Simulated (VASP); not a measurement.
# BPd4 (Pmm2) in VASP: notebook

The runs below take BPd4 through relaxation of cell and atoms, single point, with PBEsol, BLYP.

All numbers are computed with VASP 6.6.1; they aren't measurements. Logs are shortened: lines on timing, memory, paths and dates and some standing lists are left out, and cuts for length are marked.

### Step 1. The cell of the first run

Symmetry: Pmm2, No. 25, orthorhombic system. The conventional cell has a = 2.892 Å, b = 4.365 Å, c = 5.856 Å, α = 90.00°, β = 90.00°, γ = 90.00°. Pd (site symmetry mm2) has 1 B at 1.96 Å within 2.6 Å. Pd (site symmetry mm2) has 2 B at 2.03 Å and 10 Pd at 2.77 to 2.99 Å within 3.0 Å. Within 3.6 Å of Pd (site symmetry mm2) lie 12 Pd at 2.73 to 3.47 Å. Within 3.1 Å of Pd (site symmetry mm2) lie 2 B at 2.18 Å and 10 Pd at 2.89 to 3.07 Å. B (site symmetry mm2) has 5 Pd at 1.96 to 2.18 Å within 2.6 Å.

### Step 2. Relaxation of cell and atoms, PBEsol

Input file INCAR:

```
SYSTEM = BPd4
  PREC = Accurate
  ENCUT = 600
  EDIFF = 1E-6
  ISMEAR = -1
  SIGMA = 0.05
  LREAL = .False.
  LASPH = .True.
  NELM = 80
  ALGO = Fast
  ISIF = 3
  LWAVE = .False.
  LCHARG = .False.
  GGA = PS
  IBRION = 2
  NSW = 60
  EDIFFG = -0.01
```

Input file KPOINTS:

```
regular mesh
0
Gamma
  9 6 5
  0 0 0
```

Input file POSCAR:

```
BPd4
1.0
    2.8920299704      0.0000000000      0.0000000000
    0.0000000000      4.3650077954      0.0000000000
    0.0000000000      0.0000000000      5.8563150000
Pd B
4 1
Direct
    0.5000000000      0.0000000000      0.1975780000
    0.0000000000      0.0000000000      0.6194700000
    0.0000000000      0.5000000000      0.3291640000
    0.5000000000      0.5000000000      0.8675610000
    0.5000000000      0.0000000000      0.8632270000
```

Potentials or basis: VASP PAW PBE potentials, release 64 (Pd, B).

Command:

```
$ cat potpaw_PBE.64/Pd/POTCAR potpaw_PBE.64/B/POTCAR > POTCAR
$ mpirun -np 1 vasp_std > vasp.out
```

OUTCAR:

```text
SYSTEM = BPd4
   PREC = Accurate
   ENCUT = 600
   EDIFF = 1E-6
   ISMEAR = -1
   LREAL = .False.
   LASPH = .True.
   NELM = 80
   ISIF = 3
   GGA = PS
   IBRION = 2
   NSW = 60
   EDIFFG = -0.01

 ion  position               nearest neighbor table
   1  0.500  0.000  0.198-   5 1.96   3 2.73   3 2.73   3 2.73   3 2.73   2 2.86   2 2.86   4 2.92
                             4 2.92
   2  0.000  0.000  0.619-   5 2.03   5 2.03   3 2.77   3 2.77   1 2.86   1 2.86   4 2.99   4 2.99
                             4 2.99   4 2.99
   3  0.000  0.500  0.329-   1 2.73   1 2.73   1 2.73   1 2.73   2 2.77   2 2.77   4 3.07   4 3.07

   4  0.500  0.500  0.868-   5 2.18   5 2.18   1 2.92   1 2.92   2 2.99   2 2.99   2 2.99   2 2.99
                             3 3.07   3 3.07
   5  0.500  0.000  0.863-   1 1.96   2 2.03   2 2.03   4 2.18   4 2.18

  LATTYP: Found a simple orthorhombic cell.
 ALAT       =     2.8920299704
 B/A-ratio  =     1.5093231537
 C/A-ratio  =     2.0249842014

  Lattice vectors:

 A1 = (   2.8920299704,   0.0000000000,   0.0000000000)
 A2 = (   0.0000000000,   4.3650077954,   0.0000000000)
 A3 = (   0.0000000000,   0.0000000000,   5.8563150000)

Analysis of symmetry for initial positions (statically):
=====================================================================
 Subroutine PRICEL returns:
 Original cell was already a primitive cell.

 Routine SETGRP: Setting up the symmetry group for a
 simple orthorhombic supercell.

 Subroutine GETGRP returns: Found  4 space group operations
 (whereof  4 operations were pure point group operations)
 out of a pool of  8 trial point group operations.

The static configuration has the point symmetry C_2v.

Analysis of symmetry for dynamics (positions and initial velocities):
=====================================================================
 Subroutine PRICEL returns:
 Original cell was already a primitive cell.

 Routine SETGRP: Setting up the symmetry group for a
 simple orthorhombic supercell.

 Subroutine GETGRP returns: Found  4 space group operations
 (whereof  4 operations were pure point group operations)
 out of a pool of  8 trial point group operations.

The dynamic configuration has the point symmetry C_2v.

 Subroutine INISYM returns: Found  4 space group operations
 (whereof  4 operations are pure point group operations),
 and found     1 'primitive' translations

----------------------------------------------------------------------------------------

                                     Primitive cell

  volume of cell :      73.9286

  direct lattice vectors                    reciprocal lattice vectors
     2.892029970  0.000000000  0.000000000     0.345777883  0.000000000  0.000000000
     0.000000000  4.365007795  0.000000000     0.000000000  0.229094665  0.000000000
     0.000000000  0.000000000  5.856315000     0.000000000  0.000000000  0.170755842

  length of vectors
     2.892029970  4.365007795  5.856315000     0.345777883  0.229094665  0.170755842

  position of ions in fractional coordinates (direct lattice)
     0.500000000  0.000000000  0.197578000
     0.000000000  0.000000000  0.619470000
     0.000000000  0.500000000  0.329164000
     0.500000000  0.500000000  0.867561000
     0.500000000  0.000000000  0.863227000

  ion indices of the primitive-cell ions
   primitive index   ion index
                 1           1
                 2           2
                 3           3
                 4           4
                 5           5

----------------------------------------------------------------------------------------

 KPOINTS: regular mesh

Automatic generation of k-mesh.
 Grid dimensions read from file:
 generate k-points for:    9    6    5

 Generating k-lattice:

  Cartesian coordinates                     Fractional coordinates (reciprocal lattice)
     0.038419765  0.000000000  0.000000000     0.111111111  0.000000000  0.000000000
     0.000000000  0.038182444  0.000000000     0.000000000  0.166666667  0.000000000
     0.000000000  0.000000000  0.034151168     0.000000000  0.000000000  0.200000000

  Length of vectors
     0.038419765  0.038182444  0.034151168

  Shift w.r.t. Gamma in fractional coordinates (k-lattice)
     0.000000000  0.000000000  0.000000000

 Subroutine IBZKPT returns following result:
 ===========================================

 Found     60 irreducible k-points:

 Following reciprocal coordinates:
            Coordinates               Weight
  0.000000  0.000000  0.000000      1.000000
  0.111111  0.000000  0.000000      2.000000
  0.222222  0.000000  0.000000      2.000000
  0.333333  0.000000  0.000000      2.000000
  0.444444  0.000000  0.000000      2.000000
  0.000000  0.166667  0.000000      2.000000
[... 16 lines left out ...]
  0.222222  0.000000  0.200000      4.000000
  0.333333  0.000000  0.200000      4.000000
 [... further k-points ...]
   k-points           NKPTS =     60   k-points in BZ     NKDIM =     60   number of bands    NBANDS=     25
   number of dos      NEDOS =    301   number of ions     NIONS =      5
   total plane-waves  NPLWV =  41472
   dimension x,y,z NGX =    24 NGY =   36 NGZ =   48
   dimension x,y,z NGXF=    48 NGYF=   72 NGZF=   96
   ions per type =               4   1
   NGX,Y,Z   is equivalent  to a cutoff of  13.80, 13.71, 13.63 a.u.
   NGXF,Y,Z  is equivalent  to a cutoff of  27.59, 27.42, 27.25 a.u.
 SYSTEM =  BPd4
   PREC   = accura    normal or accurate (medium, high low for compatibility)
   ISTART =      0    job   : 0-new  1-cont  2-samecut
   ICHARG =      2    charge: 1-file 2-atom 10-const
   ISPIN  =      1    spin polarized calculation?
   LNONCOLLINEAR =      F non collinear calculations
   LSORBIT =      F    spin-orbit coupling
   LASPH  =      T    aspherical Exc in radial PAW
   ENCUT  =  600.0 eV  44.10 Ry    6.64 a.u.   5.78  8.72 11.70*2*pi/ulx,y,z
   NELM   =     80;   NELMIN=  2; NELMDL= -5     # of ELM steps
   EDIFF  = 0.1E-05   stopping-criterion for ELM
   LREAL  =      F    real-space projection
   EDIFFG = -.1E-01   stopping-criterion for IOM
   NSW    =     60    number of steps for IOM
   IBRION =      2    ionic relax: 0-MD 1-quasi-New 2-CG
   NFREE  =      1    steps in history (QN), initial steepest desc. (CG)
   ISIF   =      3    stress and relaxation
   ISYM   =      2    0-nonsym 1-usesym 2-fastsym
   POTIM  = 0.5000    time-step for ionic-motion
   TEBEG  =    0.0;   TEEND  =   0.0 temperature during run
   PSTRESS=    0.0 pullay stress
   NELECT =      43.0000    total number of electrons
   NUPDOWN=      -1.0000    fix difference up-down
   EMIN   =  10.00;   EMAX   =-10.00  energy-range for DOS
   EFERMI =   0.00;   METHOD = LEGACY
   ISMEAR =    -1;   SIGMA  =   0.05  broadening in eV -4-tet -1-fermi 0-gaus
   EFERMI_NEDOS =   21; number of points for ismear=-14 and -15
   IALGO  =     68    algorithm
   IMIX   =      4    mixing-type and parameters
     AMIX     =   0.40;   BMIX     =  1.00
     AMIX_MAG =   1.60;   BMIX_MAG =  1.00
  volume/ion in A,a.u.               =      14.79        99.78
  Fermi-wavevector in a.u.,A,eV,Ry     =   1.366554  2.582413 25.408482  1.867471
  Thomas-Fermi vector in A             =   2.492685
   LORBIT       =      0    0 simple, 1 ext, 2 COOP (PROOUT), +10 PAW based schemes
   GGA     = PS    functional components
   LHFCALC =     F    Hartree Fock is set to
   AEXX    =    0.0000 exact exchange contribution
   IVDW    =     0    specifies the selected vdW correction
   LEPSILON=     F    determine dielectric tensor
   LRPA    =     F    only Hartree local field effects (RPA)
 conjugate gradient relaxation of ions
 non-spin polarized calculation
 RMM-DIIS sequential band-by-band and
  energy-cutoff  :      600.00
  volume of cell :       73.93
 maximum number of plane-waves:      2487
 NGX is ok and might be reduce to    24
   NGX = 11   NGY = 17   NGZ = 23

--------------------------------------- Ionic step        1  -------------------------------------------

 number of electron      42.9999999 magnetization

 Free energy of the ion-electron system (eV)
  ---------------------------------------------------
  ext. energy  EPLUGINS =         0.00000000
  ---------------------------------------------------
  free energy    TOTEN  =       -30.65616993 eV

  energy without entropy =      -30.63043162  energy(sigma->0) =      -30.64330078

------------------------ aborting loop because EDIFF is reached ----------------------------------------

  FORCE on cell =-STRESS in cart. coord.  units (eV):
  Direction    XX          YY          ZZ          XY          YZ          ZX
  --------------------------------------------------------------------------------------
  -------------------------------------------------------------------------------------
  Total       -4.0750409     -3.9046086     -3.7917310      0.0000000      0.0000000      0.0000000
  in kB      -88.3141541    -84.6205500    -82.1742711      0.0000000      0.0000000      0.0000000
  external PRESSURE =     -85.0363251 kB  Pullay stress =       0.0000000 kB
[... 98 lines left out ...]
  FREE ENERGIE OF THE ION-ELECTRON SYSTEM (eV)
  ---------------------------------------------------
  free  energy   TOTEN  =       -30.7621284696 eV

  energy  without entropy=      -30.7378860072  energy(sigma->0) =      -30.75000724

[... ionic steps 4 to 19 ...]

--------------------------------------- Ionic step       20  -------------------------------------------

 number of electron      42.9999999 magnetization

------------------------ aborting loop because EDIFF is reached ----------------------------------------
[... 73 lines left out ...]
--------------------------------------- Ionic step       22  -------------------------------------------

 number of electron      42.9999999 magnetization

 Free energy of the ion-electron system (eV)
  ---------------------------------------------------
  ext. energy  EPLUGINS =         0.00000000
  ---------------------------------------------------
  free energy    TOTEN  =       -30.77975030 eV

  energy without entropy =      -30.75603958  energy(sigma->0) =      -30.76789494

 E-fermi :   8.7014     XC(G=0): -12.8213

 val. band max:        8.6906643496   @ k =   0.3333   0.3333   0.4000
 cond. band min:       8.7437627263   @ k =   0.0000   0.0000   0.4000
 fundamental gap:      0.0530983767
 Fermi energy:         8.7014288404

 k-point     1 :       0.0000    0.0000    0.0000
  band No.  band energies     occupation
      1      -1.1584      2.00000
      2       2.8663      2.00000
      3       3.0067      2.00000
      4       3.7795      2.00000
      5       3.8169      2.00000
      6       4.3565      2.00000
[... 661 lines left out ...]
     24      10.9599      0.00000
     25      12.3584      0.00000

 [... further k-points ...]

------------------------ aborting loop because EDIFF is reached ----------------------------------------

  FORCE on cell =-STRESS in cart. coord.  units (eV):
  Direction    XX          YY          ZZ          XY          YZ          ZX
  --------------------------------------------------------------------------------------
  -------------------------------------------------------------------------------------
  Total        0.0182515     -0.0129397      0.0137161      0.0000000      0.0000000      0.0000000
  in kB        0.4183142     -0.2965711      0.3143643      0.0000000      0.0000000      0.0000000
  external PRESSURE =       0.1453691 kB  Pullay stress =       0.0000000 kB
[... 20 lines left out ...]
  FREE ENERGIE OF THE ION-ELECTRON SYSTEM (eV)
  ---------------------------------------------------
  free  energy   TOTEN  =       -30.7797502955 eV

  energy  without entropy=      -30.7560395798  energy(sigma->0) =      -30.76789494

 reached required accuracy - stopping structural energy minimisation
```

It took 33 min on 1 thread of Intel Xeon 8259CL, shared host; peak memory 0.3 GiB.

What came out:

- Free energy: -30.7798 eV
- Relaxed volume: 13.98 Å³/atom
- Relaxed cell: a = 2.790 Å, b = 4.303 Å, c = 5.822 Å, α = 90.00°, β = 90.00°, γ = 90.00°
- Space group after relaxing (to 0.1 Å): Pmm2 (No. 25)
- Energy gained by relaxing: 24.7 meV/atom
- Ionic steps: 22
- Pressure after relaxing: 0.0 GPa
- Largest force after relaxing: 0.009 eV/Å
- Band gap on the k mesh: zero (an odd number of electrons rules out a gap without spin polarisation)

Forces in eV/Å, atoms in the order of the input:
```
Pd   0.000  0.000  0.003
Pd   0.000  0.000 -0.006
Pd   0.000  0.000 -0.009
Pd   0.000  0.000  0.006
B    0.000  0.000  0.006
```

Step by step:
```
step  energy change (eV)  largest force (eV/Å)  pressure (GPa)  volume (Å³)
   1              0.0000                0.1383           -8.50        73.93
   2              0.0693                0.8616           13.86        65.85
   3             -0.1060                0.3596           -0.13        70.21
   4             -0.1060                0.3665            0.07        70.14
   5             -0.1146                0.1403            0.15        69.93
   6             -0.1164                0.1853            0.23        69.79
   7             -0.1184                0.0749           -0.24        69.95
   8             -0.1185                0.0969           -0.33        69.97
   9             -0.1195                0.0647            0.26        69.76
  10             -0.1196                0.0648            0.34        69.73
  11             -0.1206                0.0678            0.15        69.81
  12             -0.1213                0.0727           -0.12        69.91
  13             -0.1223                0.0591           -0.06        69.90
  14             -0.1224                0.1022           -0.02        69.90
  15             -0.1231                0.0592            0.08        69.87
  16             -0.1234                0.0309            0.18        69.84
  17             -0.1234                0.0308            0.22        69.83
  18             -0.1234                0.0267           -0.34        70.04
  19             -0.1235                0.0230           -0.05        69.93
  20             -0.1235                0.0157           -0.03        69.92
  21             -0.1236                0.0142            0.00        69.91
  22             -0.1236                0.0091            0.01        69.90
```

Final structure:
```yaml
crystal:
  lattice:
    - [2.79027, 0.00000, 0.00000]
    - [0.00000, 4.30314, 0.00000]
    - [0.00000, 0.00000, 5.82204]
  atoms:
    - { symbol: Pd, position: [0.50000, 0.00000, 0.19298] }
    - { symbol: Pd, position: [0.00000, 0.00000, 0.61121] }
    - { symbol: Pd, position: [0.00000, 0.50000, 0.33281] }
    - { symbol: Pd, position: [0.50000, 0.50000, 0.88013] }
    - { symbol: B, position: [0.50000, 0.00000, 0.85988] }
```

Levels at points of the mesh, in eV from the Fermi level:
```
           k point  band 18  band 19  band 20  band 21  band 22  band 23  band 24  band 25
(0.00, 0.00, 0.00)    -1.42    -1.28    -0.69    -0.50    -0.50     0.06     0.36     5.59
(0.00, 0.50, 0.00)    -1.52    -0.99    -0.84    -0.82    -0.82    -0.42     1.12     2.28
```

Caveat: the PAW data sets were made with another functional, which shifts forces and pressure a little.

### Step 3. Single point, BLYP

Input file INCAR:

```
PREC = Accurate
ENCUT = 540
EDIFF = 1E-6
ISMEAR = -1
SIGMA = 0.05
LREAL = F
LASPH = T
NELM = 120
ALGO = Normal
ISIF = 2
LWAVE = F
LCHARG = F
GGA = B5
ALDAX = 1.0
AGGAX = 1.0
AGGAC = 1.0
ALDAC = 0.0
NBANDS = 46
GGA_COMPAT = F
```

Input file KPOINTS:

```
regular mesh
0
Gamma
  9 6 5
```

POSCAR is that of step 2.

Potentials or basis: VASP PAW PBE potentials, release 64 (Pd_sv_GW, B).

Command:

```
$ cat potpaw_PBE.64/Pd_sv_GW/POTCAR potpaw_PBE.64/B/POTCAR > POTCAR
$ mpirun -np 1 vasp_std > vasp.out
```

OUTCAR:

```text
PREC = Accurate
   ENCUT = 540
   EDIFF = 1E-6
   ISMEAR = -1
   LREAL = F
   LASPH = T
   NELM = 120
   ISIF = 2
   GGA = B5

 ion  position               nearest neighbor table
   1  0.500  0.000  0.198-   5 1.96
   2  0.000  0.000  0.619-   5 2.03   5 2.03
   3  0.000  0.500  0.329-
   4  0.500  0.500  0.868-   5 2.18   5 2.18
   5  0.500  0.000  0.863-   1 1.96   2 2.03   2 2.03   4 2.18   4 2.18

[... 1379 lines left out ...]
  Direction    XX          YY          ZZ          XY          YZ          ZX
  --------------------------------------------------------------------------------------
  -------------------------------------------------------------------------------------
  Total        2.5515243      2.9201301      2.1784798      0.0000000      0.0000000      0.0000000
  in kB       55.2965510     63.2849644     47.2119433      0.0000000      0.0000000      0.0000000
  external PRESSURE =      55.2644862 kB  Pullay stress =       0.0000000 kB

 VOLUME and BASIS-vectors are now :
 -----------------------------------------------------------------------------
  energy-cutoff  :      540.00
  volume of cell :       73.93
      direct lattice vectors                 reciprocal lattice vectors
     2.892029970  0.000000000  0.000000000     0.345777883  0.000000000  0.000000000
     0.000000000  4.365007795  0.000000000     0.000000000  0.229094665  0.000000000
     0.000000000  0.000000000  5.856315000     0.000000000  0.000000000  0.170755842

 POSITION                                       TOTAL-FORCE (eV/Angst)
 -----------------------------------------------------------------------------------
      1.44601      0.00000      1.15708         0.000000      0.000000     -0.301491
      0.00000      0.00000      3.62781         0.000000      0.000000      0.069268
      0.00000      2.18250      1.92769         0.000000      0.000000      0.109083
      1.44601      2.18250      5.08071         0.000000      0.000000      0.064945
      1.44601      0.00000      5.05533         0.000000      0.000000      0.058195
 -----------------------------------------------------------------------------------
    total drift:                                0.000000     -0.000000      0.000190

  FREE ENERGIE OF THE ION-ELECTRON SYSTEM (eV)
  ---------------------------------------------------
  free  energy   TOTEN  =       -18.2504220411 eV

  energy  without entropy=      -18.2262349749  energy(sigma->0) =      -18.23832851
```

stdout:

```text
POSCAR found type information on POSCAR PdB
 POSCAR found :  2 types and       5 ions
 scaLAPACK will be used
 -----------------------------------------------------------------------------
|                                                                             |
|                                                                             |
|     You enforced a specific xc type in the INCAR file but a different       |
|     I HOPE YOU KNOW WHAT YOU ARE DOING!                                     |
|                                                                             |
 -----------------------------------------------------------------------------

 LDA part: xc-table for (Slater(with rela. corr.)+VWN5), standard interpolation
 POSCAR, INCAR and KPOINTS ok, starting setup
 FFT: planning ... GRIDC
 FFT: planning ... GRID_SOFT
 FFT: planning ... GRID
 WAVECAR not read
 entering main loop
```

Wall time 2.7 min (1 thread of Intel Xeon 6975P-C (Granite Rapids), shared host); peak memory 0.32 GiB.

What came out:

| Property | Result |
| --- | --- |
| Free energy | -18.2504 eV |
| Pressure | 5.5 GPa |
| Largest force | 0.301 eV/Å |
| Band gap on the k mesh | zero (an odd number of electrons rules out a gap without spin polarisation) |

Forces in eV/Å, atoms in the order of the input:
```
Pd   0.000  0.000 -0.301
Pd   0.000  0.000  0.069
Pd   0.000  0.000  0.109
Pd   0.000  0.000  0.065
B    0.000  0.000  0.058
```

Levels at points of the mesh, in eV from the Fermi level:
| k point | band 36 | band 37 | band 38 | band 39 | band 40 | band 41 |
| --- | --- | --- | --- | --- | --- | --- |
| (0.00, 0.00, 0.00) | -0.82 | -0.56 | -0.18 | 0.06 | 0.44 | 5.18 |
| (0.00, 0.50, 0.00) | -0.91 | -0.86 | -0.71 | -0.47 | 1.59 | 2.25 |

Caveat: the cell stands under pressure; the PAW data sets were made with another functional, which shifts forces and pressure a little.

The gap in the log of VASP goes by the Fermi energy; the results here count the filled bands.